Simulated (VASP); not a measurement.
ZnS:

```
CELL_PARAMETERS angstrom
0.00000 2.69409 2.69409
2.69409 0.00000 2.69409
2.69409 2.69409 0.00000
ATOMIC_POSITIONS crystal
Zn 0.00000 0.00000 0.00000
S 0.25000 0.25000 0.25000
```

Base run:

```yaml
Program: VASP 6.6.1
Functional: PBE
Potentials_or_basis: VASP PAW PBE potentials, release 64 (Zn, S)
Cutoff: 520 eV
k_mesh: 8 × 8 × 8
Occupations: fermi-dirac, width 0.02 eV
Spin: no spin polarisation
```

Its results: band gap on the k mesh 2.15 eV, direct; pressure 2.5 GPa.

Task: The run is repeated on the same cell with these changes: functional from PBE to r2SCAN; occupations from fermi-dirac, width 0.02 eV to gaussian, width 0.01 eV. What comes out?

Result: Band gap on the k mesh 2.72 eV, direct; pressure 0.1 GPa.

Caveats: the PAW data sets were made with another functional, which shifts forces and pressure a little (some runs).

